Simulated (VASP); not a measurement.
Write the native input for VASP 6.6.1 that does the following.

| Quantity | Value |
| --- | --- |
| Task | single point |
| Functional | r2SCAN |
| Potentials or basis | VASP PAW PBE potentials, release 64 (Ti_sv, C) |
| Cutoff | 520 eV |
| k mesh | 18 × 18 × 18 |
| Occupations | gaussian, width 0.1 eV |
| Spin | no spin polarisation |
| Dipole correction | no |
| Further INCAR settings | ALGO = Normal; EDIFF = 1e-06; NBANDS = 21 |

Ti2C:

```xyz
3
Lattice="1.5484 0.8940 4.8721 -1.5484 0.8940 4.8721 0.0000 -1.7879 4.8721" Properties=species:S:1:pos:R:3 pbc="T T T"
Ti    0.0000    0.0000    3.5709
Ti    0.0000    0.0000   11.0454
C     0.0000    0.0000    7.3082
```

The input as run:

POSCAR

```
Ti2C
1.0
    1.5483804341      0.8939578604      4.8721081892
   -1.5483804341      0.8939578604      4.8721081892
    0.0000000000     -1.7879157208      4.8721081892
Ti C
2 1
Direct
    0.2443099876      0.2443099876      0.2443099876
    0.7556900124      0.7556900124      0.7556900124
    0.5000000000      0.5000000000      0.5000000000
```

INCAR.step1

```
PREC = Accurate
ENCUT = 520
ISMEAR = 0
SIGMA = 0.1
LREAL = F
LASPH = T
NELM = 60
NBANDS = 21
GGA = PE
ALGO = Normal
EDIFF = 1E-4
LWAVE = T
LCHARG = F
```

INCAR.step2

```
PREC = Accurate
ENCUT = 520
EDIFF = 1E-6
ISMEAR = 0
SIGMA = 0.1
LREAL = F
LASPH = T
NELM = 60
ALGO = Normal
ISIF = 2
LWAVE = F
LCHARG = F
METAGGA = R2SCAN
LMIXTAU = T
NBANDS = 21
ISTART = 1
```

KPOINTS

```
regular mesh
0
Gamma
  18 18 18
```

Potentials or basis: VASP PAW PBE potentials, release 64 (Ti_sv, C).

Launch:

```sh
$ cat potpaw_PBE.64/Ti_sv/POTCAR potpaw_PBE.64/C/POTCAR > POTCAR
$ cp INCAR.step1 INCAR
$ mpirun -np 1 vasp_std > vasp.out
$ cp INCAR.step2 INCAR
$ mpirun -np 1 vasp_std > vasp.out
```

It gave:

```
Pressure               : -2.3 GPa
Largest force          : 0.085 eV/Å
Band gap on the k mesh : zero (bands 14 and 15 overlap by 1.04 eV)
```

Caveat: the PAW data sets were made with another functional, which shifts forces and pressure a little.

Run time: 46 min on 1 thread of Intel(R) Xeon(R) Platinum 8488C (Sapphire Rapids) (shared host), peak memory 0.6 GiB.
